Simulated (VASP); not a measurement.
# Co (P6_3/mmc) in VASP: settings compared

Aim: see how the results for Co move with the level of theory and the settings. Levels: r2SCAN+rVV10, PBEsol+D3(BJ). Tasks: single point.

All numbers are computed with VASP 6.6.1; they aren't measurements. Logs are shortened: lines on timing, memory, paths and dates and some standing lists are left out, and cuts for length are marked.

## 1. The cell of the first run

It takes space group P6_3/mmc (No. 194, hexagonal). The conventional cell has a = 2.463 Å, b = 2.463 Å, c = 8.049 Å, α = 90.00°, β = 90.00°, γ = 120.00°. Co (site symmetry -6m2) has 12 Co at 2.46 Å within 3.3 Å. Within 3.3 Å of Co (site symmetry -3m) lie 12 Co at 2.46 Å.

## 2. Single point, r2SCAN+rVV10, collinear spin, ferromagnetic start

Contents of POSCAR:

```
Co
1.0
    2.4626885072      0.0000000000      0.0000000000
   -1.2313442536      2.1327508088      0.0000000000
    0.0000000000      0.0000000000      8.0489032546
Co
4
Direct
    0.6666666667      0.3333333333      0.7500000000
    0.0000000000      0.0000000000      0.5000000000
    0.3333333333      0.6666666667      0.2500000000
    0.0000000000      0.0000000000      0.0000000000
```

Contents of INCAR.step1:

```
ALGO = Normal ; EDIFF = 1E-4
ENCUT = 520 ; GGA = PE
ISMEAR = -1 ; ISPIN = 2
LASPH = True ; LCHARG = False
LMAXMIX = 4 ; LREAL = False
LWAVE = True ; MAGMOM = 2 2 2 2
NBANDS = 30 ; NELM = 150
PREC = Accurate ; SIGMA = 0.05
```

Contents of INCAR.step2:

```
ALGO = Normal ; BPARAM = 11.95
CPARAM = 0.0093 ; EDIFF = 1E-7
ENCUT = 520 ; ISIF = 2
ISMEAR = -1 ; ISPIN = 2
ISTART = 1 ; IVDW_NL = 2
LASPH = True ; LCHARG = True
LELF = True ; LMAXMIX = 4
LMIXTAU = True ; LORBIT = 11
LREAL = False ; LUSE_VDW = True
LVHAR = True ; LWAVE = False
MAGMOM = 2 2 2 2 ; METAGGA = R2SCAN
NBANDS = 30 ; NELM = 150
PREC = Accurate ; SIGMA = 0.05
```

Contents of KPOINTS:

```
k-points
0
Gamma
  12 12 4
```

Potentials or basis: VASP PAW PBE potentials, release 64 (Co).

The run is started by

```
> cat potpaw_PBE.64/Co/POTCAR > POTCAR
> cp INCAR.step1 INCAR
> mpirun -np 1 vasp_std > vasp.out
> cp INCAR.step2 INCAR
> mpirun -np 1 vasp_std > vasp.out
```

OUTCAR:

```text
BPARAM = 11.95
   EDIFF = 1E-7
   ENCUT = 520
   ISIF = 2
   ISMEAR = -1
   ISPIN = 2
   ISTART = 1
   IVDW_NL = 2
   LASPH = True
   LORBIT = 11
   LREAL = False
   METAGGA = R2SCAN
   NELM = 150
   PREC = Accurate

 ion  position               nearest neighbor table
   1  0.667  0.333  0.750-   2 2.46   4 2.46   2 2.46   4 2.46   2 2.46   4 2.46
   2  0.000  0.000  0.500-   1 2.46   3 2.46   3 2.46   1 2.46   1 2.46   3 2.46
   3  0.333  0.667  0.250-   2 2.46   4 2.46   2 2.46   4 2.46   2 2.46   4 2.46
   4  0.000  0.000  0.000-   1 2.46   3 2.46   3 2.46   1 2.46   1 2.46   3 2.46

  LATTYP: Found a hexagonal cell.
 ALAT       =     2.4626885072
 C/A-ratio  =     3.2683399590

  Lattice vectors:

 A1 = (   2.4626885072,   0.0000000000,   0.0000000000)
 A2 = (  -1.2313442536,   2.1327508088,   0.0000000000)
 A3 = (   0.0000000000,   0.0000000000,   8.0489032546)

Analysis of symmetry for initial positions (statically):
=====================================================================
 Subroutine PRICEL returns:
 Original cell was already a primitive cell.

 Routine SETGRP: Setting up the symmetry group for a
 hexagonal supercell.

 Subroutine GETGRP returns: Found 24 space group operations
 (whereof 12 operations were pure point group operations)
 out of a pool of 24 trial point group operations.

The static configuration has the point symmetry D_3d.
 The point group associated with its full space group is D_6h.

Analysis of symmetry for dynamics (positions and initial velocities):
=====================================================================
 Subroutine PRICEL returns:
 Original cell was already a primitive cell.

 Routine SETGRP: Setting up the symmetry group for a
 hexagonal supercell.

 Subroutine GETGRP returns: Found 24 space group operations
 (whereof 12 operations were pure point group operations)
 out of a pool of 24 trial point group operations.

The dynamic configuration has the point symmetry D_3d.
 The point group associated with its full space group is D_6h.

Analysis of structural, dynamic, and magnetic symmetry:
=====================================================================
 Subroutine PRICEL returns:
 Original cell was already a primitive cell.

 Routine SETGRP: Setting up the symmetry group for a
 hexagonal supercell.

 Subroutine GETGRP returns: Found 24 space group operations
 (whereof 12 operations were pure point group operations)
 out of a pool of 24 trial point group operations.

The overall configuration has the point symmetry D_3d.
 The point group associated with its full space group is D_6h.

 Subroutine INISYM returns: Found 24 space group operations
 (whereof 12 operations are pure point group operations),
 and found     1 'primitive' translations

----------------------------------------------------------------------------------------

                                     Primitive cell

  volume of cell :      42.2753

  direct lattice vectors                    reciprocal lattice vectors
     2.462688507  0.000000000  0.000000000     0.406060286  0.234439016  0.000000000
    -1.231344254  2.132750809  0.000000000     0.000000000  0.468878031  0.000000000
     0.000000000  0.000000000  8.048903255     0.000000000  0.000000000  0.124240529

  length of vectors
     2.462688507  2.462688507  8.048903255     0.468878031  0.468878031  0.124240529

  position of ions in fractional coordinates (direct lattice)
     0.666666667  0.333333333  0.750000000
     0.000000000  0.000000000  0.500000000
     0.333333333  0.666666667  0.250000000
     0.000000000  0.000000000  0.000000000

  ion indices of the primitive-cell ions
   primitive index   ion index
                 1           1
                 2           2
                 3           3
                 4           4

----------------------------------------------------------------------------------------

 KPOINTS: k-points

Automatic generation of k-mesh.
 Grid dimensions read from file:
 generate k-points for:   12   12    4

 Generating k-lattice:

  Cartesian coordinates                     Fractional coordinates (reciprocal lattice)
     0.033838357  0.019536585  0.000000000     0.083333333  0.000000000  0.000000000
     0.000000000  0.039073169  0.000000000     0.000000000  0.083333333  0.000000000
     0.000000000  0.000000000  0.031060132     0.000000000  0.000000000  0.250000000

  Length of vectors
     0.039073169  0.039073169  0.031060132

  Shift w.r.t. Gamma in fractional coordinates (k-lattice)
     0.000000000  0.000000000  0.000000000

 Subroutine IBZKPT returns following result:
 ===========================================

 Found     57 irreducible k-points:

 Following reciprocal coordinates:
            Coordinates               Weight
  0.000000  0.000000  0.000000      1.000000
  0.083333 -0.000000  0.000000      6.000000
  0.166667  0.000000  0.000000      6.000000
  0.250000 -0.000000  0.000000      6.000000
  0.333333 -0.000000  0.000000      6.000000
  0.416667 -0.000000  0.000000      6.000000
[... 16 lines left out ...]
  0.250000 -0.000000  0.250000     12.000000
  0.333333 -0.000000  0.250000     12.000000
 [... further k-points ...]
   k-points           NKPTS =     57   k-points in BZ     NKDIM =     57   number of bands    NBANDS=     30
   number of dos      NEDOS =    301   number of ions     NIONS =      4
   total plane-waves  NPLWV =  19440
   dimension x,y,z NGX =    18 NGY =   18 NGZ =   60
   dimension x,y,z NGXF=    36 NGYF=   36 NGZF=  120
   ions per type =               4
   NGX,Y,Z   is equivalent  to a cutoff of  12.15, 12.15, 12.39 a.u.
   NGXF,Y,Z  is equivalent  to a cutoff of  24.30, 24.30, 24.79 a.u.
 SYSTEM =  unknown system
   PREC   = accura    normal or accurate (medium, high low for compatibility)
   ISTART =      1    job   : 0-new  1-cont  2-samecut
   ICHARG =      0    charge: 1-file 2-atom 10-const
   ISPIN  =      2    spin polarized calculation?
   LNONCOLLINEAR =      F non collinear calculations
   LSORBIT =      F    spin-orbit coupling
   LASPH  =      T    aspherical Exc in radial PAW
   ENCUT  =  520.0 eV  38.22 Ry    6.18 a.u.   4.58  4.58 14.97*2*pi/ulx,y,z
   NELM   =    150;   NELMIN=  2; NELMDL=  0     # of ELM steps
   EDIFF  = 0.1E-06   stopping-criterion for ELM
   LREAL  =      F    real-space projection
   EDIFFG = 0.1E-05   stopping-criterion for IOM
   NSW    =      0    number of steps for IOM
   IBRION =     -1    ionic relax: 0-MD 1-quasi-New 2-CG
   NFREE  =      0    steps in history (QN), initial steepest desc. (CG)
   ISIF   =      2    stress and relaxation
   ISYM   =      2    0-nonsym 1-usesym 2-fastsym
   POTIM  = 0.5000    time-step for ionic-motion
   TEBEG  =    0.0;   TEEND  =   0.0 temperature during run
   PSTRESS=    0.0 pullay stress
   NELECT =      36.0000    total number of electrons
   NUPDOWN=      -1.0000    fix difference up-down
   EMIN   =  10.00;   EMAX   =-10.00  energy-range for DOS
   EFERMI =   0.00;   METHOD = LEGACY
   ISMEAR =    -1;   SIGMA  =   0.05  broadening in eV -4-tet -1-fermi 0-gaus
   EFERMI_NEDOS =   21; number of points for ismear=-14 and -15
   IALGO  =     38    algorithm
   IMIX   =      4    mixing-type and parameters
     AMIX     =   0.40;   BMIX     =  1.00
     AMIX_MAG =   1.60;   BMIX_MAG =  1.00
  volume/ion in A,a.u.               =      10.57        71.32
  Fermi-wavevector in a.u.,A,eV,Ry     =   1.551721  2.932327 32.760614  2.407837
  Thomas-Fermi vector in A             =   2.656199
   LORBIT       =     11    0 simple, 1 ext, 2 COOP (PROOUT), +10 PAW based schemes
   METAGGA = R2SCAN    functional components
   LHFCALC =     F    Hartree Fock is set to
   AEXX    =    0.0000 exact exchange contribution
   IVDW_NL    =     2    kernel type
   BPARAM     =11.9500
   IVDW    =     0    specifies the selected vdW correction
   LEPSILON=     F    determine dielectric tensor
   LRPA    =     F    only Hartree local field effects (RPA)
 spin polarized calculation
  energy-cutoff  :      520.00
  volume of cell :       42.28
 maximum number of plane-waves:      1164
   NGX =  9   NGY =  9   NGZ = 29

 number of electron      35.9999966 magnetization       7.0508338

 Free energy of the ion-electron system (eV)
  ---------------------------------------------------
  ext. energy  EPLUGINS =         0.00000000
  ---------------------------------------------------
  free energy    TOTEN  =       -52.10208348 eV

  energy without entropy =      -52.07918364  energy(sigma->0) =      -52.09063356

 E-fermi :  10.8156     XC(G=0): -14.8795

 val. band max:       10.8133508613   @ k =   0.1667   0.0833   0.2500
 cond. band min:      10.8271246085   @ k =   0.2500   0.0833   0.0000
 fundamental gap:      0.0137737472
 Fermi energy:        10.8156045643

 spin component 1

 k-point     1 :       0.0000    0.0000    0.0000
  band No.  band energies     occupation
      1       1.1423      1.00000
      2       3.4185      1.00000
      3       3.4632      1.00000
      4       4.8186      1.00000
      5       7.0103      1.00000
      6       7.0547      1.00000
[... 781 lines left out ...]
     29      25.9366      0.00000
     30      26.7507      0.00000

 [... further k-points ...]

 spin component 2

 k-point     1 :       0.0000    0.0000    0.0000
  band No.  band energies     occupation
      1       0.6005      1.00000
      2       3.0560      1.00000
      3       3.0773      1.00000
      4       5.9211      1.00000
      5       8.7946      1.00000
      6       8.9403      1.00000
[... 781 lines left out ...]
     29      26.5175      0.00000
     30      27.3624      0.00000

 [... further k-points ...]

------------------------ aborting loop because EDIFF is reached ----------------------------------------

  FORCE on cell =-STRESS in cart. coord.  units (eV):
  Direction    XX          YY          ZZ          XY          YZ          ZX
  --------------------------------------------------------------------------------------
  -------------------------------------------------------------------------------------
  Total        0.0918469      0.0918469      0.0804001      0.0000000     -0.0000000      0.0000000
  in kB        3.4808780      3.4808780      3.0470606      0.0000000     -0.0000000      0.0000000
  external PRESSURE =       3.3362722 kB  Pullay stress =       0.0000000 kB

 VOLUME and BASIS-vectors are now :
 -----------------------------------------------------------------------------
  energy-cutoff  :      520.00
  volume of cell :       42.28
      direct lattice vectors                 reciprocal lattice vectors
     2.462688507  0.000000000  0.000000000     0.406060286  0.234439016  0.000000000
    -1.231344254  2.132750809  0.000000000     0.000000000  0.468878031  0.000000000
     0.000000000  0.000000000  8.048903255     0.000000000  0.000000000  0.124240529

 POSITION                                       TOTAL-FORCE (eV/Angst)
 -----------------------------------------------------------------------------------
      1.23134      0.71092      6.03668         0.000000     -0.000000      0.000000
      0.00000      0.00000      4.02445        -0.000000      0.000000      0.000000
     -0.00000      1.42183      2.01223        -0.000000      0.000000     -0.000000
      0.00000      0.00000      0.00000        -0.000000      0.000000      0.000000
 -----------------------------------------------------------------------------------
    total drift:                                0.000000     -0.000000      0.000000

  FREE ENERGIE OF THE ION-ELECTRON SYSTEM (eV)
  ---------------------------------------------------
  free  energy   TOTEN  =       -52.1020834813 eV

  energy  without entropy=      -52.0791836407  energy(sigma->0) =      -52.09063356

 total charge

# of ion       s       p       d       tot
------------------------------------------
    1        0.521   0.589   7.231   8.342
    2        0.524   0.586   7.242   8.351
    3        0.521   0.589   7.231   8.342
    4        0.524   0.586   7.242   8.351
--------------------------------------------------
tot          2.090   2.349  28.947  33.386

 magnetization (x)

# of ion       s       p       d       tot
------------------------------------------
    1       -0.008  -0.079   1.919   1.832
    2       -0.009  -0.077   1.892   1.806
    3       -0.008  -0.079   1.919   1.832
    4       -0.009  -0.077   1.892   1.806
--------------------------------------------------
tot         -0.035  -0.311   7.621   7.275
```

Run time: 9.7 min. Hardware: 1 thread of Intel Xeon 6975P-C, shared host; peak memory 0.33 GiB.

Results:

| Item | Value |
| --- | --- |
| Free energy | -52.1021 eV |
| Pressure | 0.3 GPa |
| Net moment | 7.05 μB per cell |
| Site moments | Co +1.83, +1.81 μB |
| Valence electrons inside the program's atomic spheres | Co 8.34, 8.35 |

Levels at points of the mesh, in eV from the Fermi level:
Spin up:
| k point | band 18 | band 19 | band 20 | band 21 | band 22 | band 23 | band 24 | band 25 | band 26 | band 27 |
| --- | --- | --- | --- | --- | --- | --- | --- | --- | --- | --- |
| (0.00, 0.00, 0.00) | -2.41 | -2.41 | -2.02 | -2.02 | -1.62 | -1.62 | -0.54 | 6.13 | 15.16 | 15.17 |
| (0.50, 0.00, 0.00) | -1.34 | -1.28 | -1.28 | -0.02 | 1.16 | 2.14 | 2.87 | 6.96 | 6.97 | 10.51 |
| (0.00, 0.00, 0.50) | -2.57 | -2.45 | -2.45 | -1.79 | -1.79 | -1.79 | -1.79 | 9.33 | 9.33 | 21.53 |
| (0.50, 0.00, 0.50) | -1.49 | -1.33 | -1.33 | 0.85 | 0.85 | 2.57 | 2.57 | 7.36 | 7.36 | 9.34 |
Spin down:
```csv
k point,band 10,band 11,band 12,band 13,band 14,band 15,band 16,band 17,band 18,band 19
"(0.00, 0.00, 0.00)",-1.12,-1.12,-1.04,-0.92,-0.92,-0.87,-0.87,0.41,0.41,0.65
"(0.50, 0.00, 0.00)",-1.10,-0.89,-0.05,-0.03,0.13,1.08,1.33,1.35,1.38,1.39
"(0.00, 0.00, 0.50)",-1.09,-1.09,-1.09,-1.01,-1.01,-1.01,-1.01,0.55,0.55,0.55
"(0.50, 0.00, 0.50)",-1.09,-0.79,-0.79,-0.45,-0.45,0.98,0.98,1.40,1.40,1.55
```

Caveat: the PAW data sets were made with another functional, which shifts forces and pressure a little.

## 3. Single point, PBEsol+D3(BJ), collinear spin, ferromagnetic start

This run uses another cell than the first one, of 10.69 Å³/atom, 1.011 times its volume.

Contents of INCAR:

```
SYSTEM = Co
ALGO = Fast
EDIFF = 1E-6
ENCUT = 520
GGA = PS
ISIF = 2
ISMEAR = -1
ISPIN = 2
IVDW = 12
LASPH = .TRUE.
LCHARG = .FALSE.
LMAXMIX = 4
LORBIT = 11
LREAL = .FALSE.
LWAVE = .FALSE.
MAGMOM = 2 2 2 2
NBANDS = 30
NELM = 150
PREC = Accurate
SIGMA = 0.05
```

Contents of KPOINTS:

```
k-points
0
G
  12 12 4
  0 0 0
```

Contents of POSCAR:

```
Co
1.0
    2.4705617809      0.0000000000      0.0000000000
   -1.2352808905      2.1395692639      0.0000000000
    0.0000000000      0.0000000000      8.0882338000
Co
4
Direct
    0.6666666667      0.3333333333      0.7500000000
    0.0000000000      0.0000000000      0.5000000000
    0.3333333333      0.6666666667      0.2500000000
    0.0000000000      0.0000000000      0.0000000000
```

Potentials or basis: VASP PAW PBE potentials, release 64 (Co).

The run is started by

```
> cat potpaw_PBE.64/Co/POTCAR > POTCAR
> mpirun -np 1 vasp_std > vasp.out
```

Wall time 5 min (1 thread of Intel Xeon 8259CL, shared host); peak memory 0.24 GiB.

The run converged. Its results:

```yaml
Free_energy: -32.4332 eV
Pressure: -12.3 GPa
Net_moment: 6.55 μB per cell
Site_moments: Co +1.66, +1.64 μB
Valence_electrons_inside_the_program's_atomic_spheres: Co 8.30
Dispersion_energy_per_atom: -0.386 eV
```

Stress tensor (GPa, compression positive):
```
-11.05   0.00   0.00
  0.00 -11.05   0.00
  0.00   0.00 -14.94
```

Levels at points of the mesh, in eV from the Fermi level:
Spin up:
| k point | band 20 | band 21 | band 22 | band 23 | band 24 | band 25 |
| --- | --- | --- | --- | --- | --- | --- |
| (0.00, 0.00, 0.00) | -1.16 | -1.16 | -0.77 | -0.77 | -0.35 | 6.23 |
| (0.50, 0.00, 0.00) | -0.50 | 0.22 | 1.33 | 2.48 | 3.09 | 7.02 |
| (0.00, 0.00, 0.50) | -1.63 | -0.94 | -0.94 | -0.94 | -0.94 | 9.22 |
| (0.50, 0.00, 0.50) | -0.54 | 1.23 | 1.23 | 2.79 | 2.79 | 7.36 |
Spin down:
```csv
k point,band 12,band 13,band 14,band 15,band 16,band 17
"(0.00, 0.00, 0.00)",-0.84,-0.84,-0.80,-0.80,-0.32,0.05
"(0.50, 0.00, 0.00)",-0.09,-0.07,0.54,1.21,1.22,1.23
"(0.00, 0.00, 0.50)",-1.05,-0.94,-0.94,-0.94,-0.94,0.24
"(0.50, 0.00, 0.50)",-0.85,-0.23,-0.23,0.83,0.83,1.23
```

Caveat: three body term missing; the PAW data sets were made with another functional, which shifts forces and pressure a little; pairwise dispersion overbinds metals, which lowers pressure and volume.
